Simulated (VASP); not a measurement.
Input of a VASP 6.6.1 run:

File INCAR:

```
ALGO = Normal
EDIFF = 1E-6
EDIFFG = -0.04
ENCUT = 600
GGA = PE
IBRION = 2
ISIF = 3
ISMEAR = 0
LASPH = True
LCHARG = False
LREAL = False
LWAVE = False
NELM = 100
NSW = 90
PREC = Accurate
SIGMA = 0.1
```

KPOINTS

```
k-points
0
Gamma
  4 4 2
```

POSCAR

```
Li
1.0
    4.5557215200     -2.6158386800      0.0000000000
    4.5557215200      2.6158386800      0.0000000000
   -3.9842507500      0.0000000000      9.1380540700
Li
8
Direct
    0.4733890000      0.0069690300      0.9595650000
    0.7789220200      0.6919120300      0.2715819900
    0.9930309700      0.5266110000      0.0404350000
    0.3080879700      0.2210779800      0.7284180100
    0.9932559700      0.0067440300      0.5000000000
    0.0090980000      0.5021630200      0.5129289900
    0.4978369800      0.9909020000      0.4870710100
    0.4804429900      0.5195570100      0.0000000000
```

Potentials or basis: VASP PAW PBE potentials, release 64 (Li_sv).

Run with:

```console
$ cat potpaw_PBE.64/Li_sv/POTCAR > POTCAR
$ mpirun -np 1 vasp_std > vasp.out
```

(1) Predict the relaxed volume.

(2) Estimate the band gap on the k mesh.

(3) Estimate the relaxed cell.

Results:

(1) 20.08 Å³/atom.

(2) zero (bands 12 and 13 overlap by 2.81 eV).

(3) a = 4.945 Å, b = 4.945 Å, c = 8.141 Å, α = 108.81°, β = 108.81°, γ = 60.44°.

Caveat: the cutoff is under 1.25 times the usual one of these potentials, so pressure, stress and relaxed cells hold a basis-set (Pulay) error; the volume moved by over 15 % at a fixed basis, so the end points are rough.
